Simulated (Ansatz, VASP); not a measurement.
# One calculation of SnSe2, two programs

```
Sn Se
1.0
     3.69600    0.00000    0.00000
    -1.84800    3.20083    0.00000
     0.00000    0.00000    6.00991
Sn Se
1 2
Cartesian
  0.0000 0.0000 0.0000
  0.0000 2.1339 1.5934
  1.8480 1.0669 4.4165
```

Alike in both runs: task single point; functional PBE; dispersion D3(BJ); k mesh 12 × 12 × 6; occupations gaussian, width 0.03 eV; no spin polarisation.

```csv
,VASP,Ansatz
version,VASP 6.6.1,Ansatz 0.2.0
potentials or method,"VASP PAW PBE potentials, release 64 (Sn_d, Se), cutoff 500 eV","scalar-relativistic, plane waves, PAW"
valence electrons in the cell,26,46
```

Ansatz gave:

```
gap on the k mesh at the Fermi level (eV)                     : 0.50
least direct gap on the mesh (eV)                             : 1.24
pressure (GPa)                                                : 6.1
traceless stress, the component that is largest in VASP (GPa) : -1.77
rms of the force components (eV/Å)                            : 0.213
```

Question: What did VASP give for the same quantities?

Answer: gap on the k mesh at the Fermi level (eV): 0.49; least direct gap on the mesh (eV): 1.24; pressure (GPa): 6.2; traceless stress, the component that is largest in VASP (GPa): -1.75; rms of the force components (eV/Å): 0.222.

Atom by atom the forces differ by 0.009 eV/Å (rms over components). VASP's potentials hold 26 valence electrons a cell and Ansatz's 46, so a difference there can come from the potentials and not from the codes.
